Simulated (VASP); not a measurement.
# MnS in VASP: notebook, part 2 of 2

VASP 6.6.1. The steps go on from the part before.

## 4. Single point, PBEsol+U, collinear spin, ferromagnetic start

INCAR reads:

```
SYSTEM = MnS
PREC = Accurate
ENCUT = 520
EDIFF = 1E-6
ISMEAR = -1
SIGMA = 0.1
LREAL = .False.
LASPH = .True.
NELM = 150
ALGO = Normal
ISIF = 2
LWAVE = .False.
LCHARG = .True.
ISPIN = 2
MAGMOM = 4 0
LORBIT = 11
LMAXMIX = 4
LDAU = .True.
LDAUTYPE = 2
LDAUL = 2 -1
LDAUU = 4.5 0
LDAUJ = 0 0
LDAUPRINT = 1
GGA = PS
LELF = .True.
LVHAR = .True.
NBANDS = 20
```

KPOINTS reads:

```
Automatic mesh
0
Gamma
  6 6 6
  0 0 0
```

POSCAR reads:

```
MnS
1.0
    0.0000000000      2.6045000000      2.6045000000
    2.6045000000      0.0000000000      2.6045000000
    2.6045000000      2.6045000000      0.0000000000
Mn S
1 1
Direct
    0.0000000000      0.0000000000      0.0300000000
    0.5000000000      0.5000000000      0.5000000000
```

Potentials or basis: VASP PAW PBE potentials, release 64 (Mn_pv, S).

Command:

```console
cat potpaw_PBE.64/Mn_pv/POTCAR potpaw_PBE.64/S/POTCAR > POTCAR
mpirun -np 1 vasp_std > vasp.out
```

OUTCAR:

```text
SYSTEM = MnS
   PREC = Accurate
   ENCUT = 520
   EDIFF = 1E-6
   ISMEAR = -1
   LREAL = .False.
   LASPH = .True.
   NELM = 150
   ISIF = 2
   ISPIN = 2
   LORBIT = 11
   GGA = PS

 ion  position               nearest neighbor table
   1  0.000  0.000  0.030-   2 2.53   2 2.53   2 2.61   2 2.61   2 2.68   2 2.68
   2  0.500  0.500  0.500-   1 2.53   1 2.53   1 2.61   1 2.61   1 2.68   1 2.68

  LATTYP: Found a face centered cubic cell.
 ALAT       =     5.2090000000

  Lattice vectors:

 A1 = (   0.0000000000,   2.6045000000,   2.6045000000)
 A2 = (   2.6045000000,   0.0000000000,   2.6045000000)
 A3 = (   2.6045000000,   2.6045000000,   0.0000000000)

Analysis of symmetry for initial positions (statically):
=====================================================================
 Subroutine PRICEL returns:
 Original cell was already a primitive cell.

 Routine SETGRP: Setting up the symmetry group for a
 face centered cubic supercell.

 Subroutine GETGRP returns: Found  4 space group operations
 (whereof  4 operations were pure point group operations)
 out of a pool of 48 trial point group operations.

The static configuration has the point symmetry C_2v.

Analysis of symmetry for dynamics (positions and initial velocities):
=====================================================================
 Subroutine PRICEL returns:
 Original cell was already a primitive cell.

 Routine SETGRP: Setting up the symmetry group for a
 face centered cubic supercell.

 Subroutine GETGRP returns: Found  4 space group operations
 (whereof  4 operations were pure point group operations)
 out of a pool of 48 trial point group operations.

The dynamic configuration has the point symmetry C_2v.

Analysis of structural, dynamic, and magnetic symmetry:
=====================================================================
 Subroutine PRICEL returns:
 Original cell was already a primitive cell.

 Routine SETGRP: Setting up the symmetry group for a
 face centered cubic supercell.

 Subroutine GETGRP returns: Found  4 space group operations
 (whereof  4 operations were pure point group operations)
 out of a pool of 48 trial point group operations.

The overall configuration has the point symmetry C_2v.

 Subroutine INISYM returns: Found  4 space group operations
 (whereof  4 operations are pure point group operations),
 and found     1 'primitive' translations

----------------------------------------------------------------------------------------

                                     Primitive cell

  volume of cell :      35.3348

  direct lattice vectors                    reciprocal lattice vectors
     0.000000000  2.604500000  2.604500000    -0.191975427  0.191975427  0.191975427
     2.604500000  0.000000000  2.604500000     0.191975427 -0.191975427  0.191975427
[... 111 lines left out ...]
   angular momentum for each species LDAUL =     2   -1
   U (eV)           for each species LDAUU =   4.5  0.0
   J (eV)           for each species LDAUJ =   0.0  0.0
   GGA     = PS    functional components
   LHFCALC =     F    Hartree Fock is set to
   AEXX    =    0.0000 exact exchange contribution
   IVDW    =     0    specifies the selected vdW correction
   LEPSILON=     F    determine dielectric tensor
   LRPA    =     F    only Hartree local field effects (RPA)
 spin polarized calculation
  energy-cutoff  :      520.00
  volume of cell :       35.33
 maximum number of plane-waves:       962
   NGX = 13   NGY = 13   NGZ = 13

atom =   1  type =  1  l = 2

 onsite density matrix

spin component  1

  0.9345  0.0000  0.0000  0.0000  0.0000
  0.0000  0.9344  0.0000  0.0000  0.0000
  0.0000  0.0000  0.9566  0.0000 -0.0000
  0.0000  0.0000  0.0000  0.9344  0.0000
  0.0000  0.0000 -0.0000  0.0000  0.9564

spin component  2

  0.0154  0.0000  0.0007  0.0000  0.0000
  0.0000  0.0149  0.0000  0.0000  0.0000
  0.0007  0.0000  0.0731  0.0000  0.0000
  0.0000  0.0000  0.0000  0.0149  0.0000
  0.0000  0.0000  0.0000  0.0000  0.0744

 occupancies and eigenvectors

  o =  0.0149  v =  0.0000  0.0000  0.0000  0.0000  0.0000  0.0000  0.7071  0.0000 -0.7071  0.0000      0.0000  0.0000  0.0000  0.0000  0.0000  0.0000  0.0000  0.0000  0.0000  0.0000
  o =  0.0150  v =  0.0000  0.0000  0.0000  0.0000  0.0000  0.0000 -0.7071  0.0000 -0.7071  0.0000      0.0000  0.0000  0.0000  0.0000  0.0000  0.0000  0.0000  0.0000  0.0000  0.0000
  o =  0.0154  v =  0.0000  0.0000  0.0000  0.0000  0.0000  0.9999  0.0000 -0.0128  0.0000  0.0000      0.0000  0.0000  0.0000  0.0000  0.0000  0.0000  0.0000  0.0000  0.0000  0.0000
  o =  0.0732  v =  0.0000  0.0000  0.0000  0.0000  0.0000  0.0128  0.0000  0.9999  0.0000 -0.0000      0.0000  0.0000  0.0000  0.0000  0.0000  0.0000  0.0000  0.0000  0.0000  0.0000
  o =  0.0744  v =  0.0000  0.0000  0.0000  0.0000  0.0000  0.0000  0.0000  0.0000  0.0000  1.0000      0.0000  0.0000  0.0000  0.0000  0.0000  0.0000  0.0000  0.0000  0.0000  0.0000
  o =  0.9344  v =  0.0000  0.7071  0.0000 -0.7071  0.0000  0.0000  0.0000  0.0000  0.0000  0.0000      0.0000  0.0000  0.0000  0.0000  0.0000  0.0000  0.0000  0.0000  0.0000  0.0000
  o =  0.9344  v =  0.0000  0.7071  0.0000  0.7071  0.0000  0.0000  0.0000  0.0000  0.0000  0.0000      0.0000  0.0000  0.0000  0.0000  0.0000  0.0000  0.0000  0.0000  0.0000  0.0000
  o =  0.9345  v = -1.0000  0.0000  0.0019  0.0000  0.0000  0.0000  0.0000  0.0000  0.0000  0.0000      0.0000  0.0000  0.0000  0.0000  0.0000  0.0000  0.0000  0.0000  0.0000  0.0000
  o =  0.9564  v =  0.0000  0.0000  0.0000  0.0000 -1.0000  0.0000  0.0000  0.0000  0.0000  0.0000      0.0000  0.0000  0.0000  0.0000  0.0000  0.0000  0.0000  0.0000  0.0000  0.0000
  o =  0.9566  v = -0.0019  0.0000 -1.0000  0.0000  0.0000  0.0000  0.0000  0.0000  0.0000  0.0000      0.0000  0.0000  0.0000  0.0000  0.0000  0.0000  0.0000  0.0000  0.0000  0.0000

 number of electron      18.9999996 magnetization       4.9979295

 Free energy of the ion-electron system (eV)
  ---------------------------------------------------
  ext. energy  EPLUGINS =         0.00000000
  ---------------------------------------------------
  free energy    TOTEN  =       -13.56947799 eV

  energy without entropy =      -13.56839507  energy(sigma->0) =      -13.56893653

 E-fermi :   6.6916     XC(G=0): -10.7692

 val. band max:        6.2920552472   @ k =   0.0000   0.0000   0.5000
 cond. band min:       6.9462874630   @ k =   0.0000   0.5000   0.5000
 fundamental gap:      0.6542322158
 Fermi energy:         6.6915502142

 spin component 1

 k-point     1 :       0.0000    0.0000    0.0000
  band No.  band energies     occupation
      1     -44.2024      1.00000
      2     -44.2008      1.00000
      3     -44.1985      1.00000
      4      -7.8382      1.00000
      5       1.1599      1.00000
      6       1.1805      1.00000
[... 1097 lines left out ...]
     19      20.7315      0.00000
     20      22.9436      0.00000

 [... further k-points ...]

------------------------ aborting loop because EDIFF is reached ----------------------------------------

  FORCE on cell =-STRESS in cart. coord.  units (eV):
  Direction    XX          YY          ZZ          XY          YZ          ZX
  --------------------------------------------------------------------------------------
  -------------------------------------------------------------------------------------
  Total        0.3458970      0.3458970      0.1703578     -0.0263510      0.0000000      0.0000000
  in kB       15.6839062     15.6839062      7.7244838     -1.1948272      0.0000000      0.0000000
  external PRESSURE =      13.0307654 kB  Pullay stress =       0.0000000 kB

 VOLUME and BASIS-vectors are now :
 -----------------------------------------------------------------------------
  energy-cutoff  :      520.00
  volume of cell :       35.33
      direct lattice vectors                 reciprocal lattice vectors
     0.000000000  2.604500000  2.604500000    -0.191975427  0.191975427  0.191975427
     2.604500000  0.000000000  2.604500000     0.191975427 -0.191975427  0.191975427
     2.604500000  2.604500000  0.000000000     0.191975427  0.191975427 -0.191975427

 POSITION                                       TOTAL-FORCE (eV/Angst)
 -----------------------------------------------------------------------------------
      0.07814      0.07814      0.00000        -0.230888     -0.230888      0.000000
      2.60450      2.60450      2.60450         0.230888      0.230888     -0.000000
 -----------------------------------------------------------------------------------
    total drift:                               -0.000569     -0.000569      0.000001

  FREE ENERGIE OF THE ION-ELECTRON SYSTEM (eV)
  ---------------------------------------------------
  free  energy   TOTEN  =       -13.5694779905 eV

  energy  without entropy=      -13.5683950720  energy(sigma->0) =      -13.56893653

 total charge

# of ion       s       p       d       tot
------------------------------------------
    1        0.224   6.178   4.891  11.293
    2        1.315   2.443   0.000   3.758
--------------------------------------------------
tot          1.539   8.621   4.891  15.051

 magnetization (x)

# of ion       s       p       d       tot
------------------------------------------
    1        0.047   0.039   4.513   4.599
    2        0.019   0.056   0.000   0.075
--------------------------------------------------
tot          0.065   0.096   4.513   4.674
```

OSZICAR:

```text
N       E                     dE             d eps       ncg     rms          rms(c)
DAV:   1     0.154515100363E+03    0.15452E+03   -0.96233E+03  3680   0.103E+03
DAV:   2    -0.467737697022E+01   -0.15919E+03   -0.14874E+03  3816   0.284E+02
DAV:   3    -0.126192122675E+02   -0.79418E+01   -0.78612E+01  4340   0.689E+01
DAV:   4    -0.127111752784E+02   -0.91963E-01   -0.91912E-01  4084   0.757E+00
DAV:   5    -0.127125045087E+02   -0.13292E-02   -0.13292E-02  4220   0.950E-01    0.117E+01
DAV:   6    -0.132223557795E+02   -0.50985E+00   -0.65963E+00  4064   0.284E+01    0.128E+01
DAV:   7    -0.135293030264E+02   -0.30695E+00   -0.61489E-01  3980   0.737E+00    0.716E+00
DAV:   8    -0.135655893969E+02   -0.36286E-01   -0.77844E-02  4040   0.245E+00    0.377E+00
DAV:   9    -0.135693415035E+02   -0.37521E-02   -0.15107E-02  4120   0.138E+00    0.479E-01
DAV:  10    -0.135693402006E+02    0.13028E-05   -0.36043E-03  3960   0.713E-01    0.240E-01
DAV:  11    -0.135694327087E+02   -0.92508E-04   -0.30605E-04  4156   0.160E-01    0.110E-01
DAV:  12    -0.135694671696E+02   -0.34461E-04   -0.55730E-05  4088   0.723E-02    0.685E-02
DAV:  13    -0.135694736425E+02   -0.64728E-05   -0.93936E-06  4120   0.267E-02    0.410E-02
DAV:  14    -0.135694781283E+02   -0.44859E-05   -0.42691E-06  3900   0.216E-02    0.833E-03
DAV:  15    -0.135694779905E+02    0.13786E-06   -0.41293E-07  2204   0.472E-03
   1 F= -.13569478E+02 E0= -.13568937E+02  d E =-.108292E-02  mag=     4.9979
```

Wall time 63 s (1 thread of Intel Xeon Platinum 8259CL at 2.50GHz (Skylake/Cascade Lake), shared host); peak memory 0.2 GiB.

What came out:

| Quantity | Value |
| --- | --- |
| Free energy | -13.5695 eV |
| Pressure | 1.3 GPa |
| Largest force | 0.327 eV/Å |
| Band gap on the k mesh | 0.65 eV (least direct gap 2.73 eV) |
| Net moment | 5.00 μB per cell |
| Site moments | Mn +4.60; S +0.07 μB |
| Valence electrons inside the program's atomic spheres | Mn 11.29; S 3.76 |

Forces in eV/Å, atoms in the order of the input:
```
Mn  -0.231 -0.231  0.000
S    0.231  0.231  0.000
```

Stress tensor (GPa, compression positive):
```
 1.57 -0.12  0.00
-0.12  1.57  0.00
 0.00  0.00  0.77
```

Levels at points of the mesh, in eV from the valence-band top:
Spin up:
```
           k point  band 9  band 10  band 11  band 12  band 13  band 14  band 15  band 16
(0.00, 0.00, 0.00)   -5.06    -1.35    -1.34    -1.33     1.94     8.41     8.44     8.47
(0.50, 0.00, 0.00)   -4.67    -3.95    -0.06    -0.03     3.03     5.60     5.62     8.75
(0.00, 0.00, 0.50)   -4.67    -3.94    -0.02     0.00     3.01     5.58     5.60     8.74
(0.50, 0.50, 0.00)   -4.54    -4.05    -3.02    -3.00     0.99     5.10    10.45    12.16
(0.00, 0.50, 0.50)   -4.55    -4.05    -3.04    -3.04     0.99     5.12    10.47    12.16
```
Spin down:
| k point | band 3 | band 4 | band 5 | band 6 | band 7 | band 8 | band 9 | band 10 | band 11 | band 12 |
| --- | --- | --- | --- | --- | --- | --- | --- | --- | --- | --- |
| (0.00, 0.00, 0.00) | -45.64 | -13.82 | -1.23 | -1.20 | -1.19 | 2.22 | 2.25 | 2.28 | 2.33 | 2.36 |
| (0.50, 0.00, 0.00) | -45.64 | -12.50 | -5.97 | -2.52 | -2.51 | 3.42 | 3.56 | 3.62 | 3.63 | 5.05 |
| (0.00, 0.00, 0.50) | -45.64 | -12.50 | -5.96 | -2.55 | -2.52 | 3.51 | 3.57 | 3.62 | 3.64 | 5.11 |
| (0.50, 0.50, 0.00) | -45.65 | -12.28 | -5.20 | -2.76 | -2.75 | 0.67 | 2.46 | 2.86 | 3.91 | 3.91 |
| (0.00, 0.50, 0.50) | -45.65 | -12.28 | -5.20 | -2.75 | -2.75 | 0.65 | 2.45 | 2.86 | 3.90 | 3.91 |

Eigenvalues of the final occupation matrices:
```
    site  spin  trace               eigenvalues
site 1 d     1   4.72  0.93 0.93 0.93 0.96 0.96
site 1 d     2   0.19  0.01 0.01 0.02 0.07 0.07
```

Caveat: the PAW data sets were made with another functional, which shifts forces and pressure a little; a cell with one magnetic atom can't hold antiferromagnetic order, which such compounds often take.

## 5. Overview

| cell | gap on the mesh (eV) | pressure (GPa) | moment (μB) | largest force (eV/Å) |
| --- | --- | --- | --- | --- |
| as given, atomic positions A | 0.64 | 0.9 | 5.00 | - |
| as given, atomic positions B | 0.64 | 1.0 | 5.00 | 0.16 |
| as given, atomic positions C | 0.65 | 1.3 | 5.00 | 0.33 |

Alike in all rows: task single point; level PBEsol+U; potentials or basis VASP PAW PBE potentials, release 64 (Mn_pv, S); spin collinear, ferromagnetic start; Mn d U = 4.5 eV; k mesh 6 × 6 × 6; cutoff (eV) 520; smearing fermi-dirac 0.1 eV.

Caveats: the PAW data sets were made with another functional, which shifts forces and pressure a little; a cell with one magnetic atom can't hold antiferromagnetic order, which such compounds often take.

Absolute energies hang on the potentials; compare differences alone.
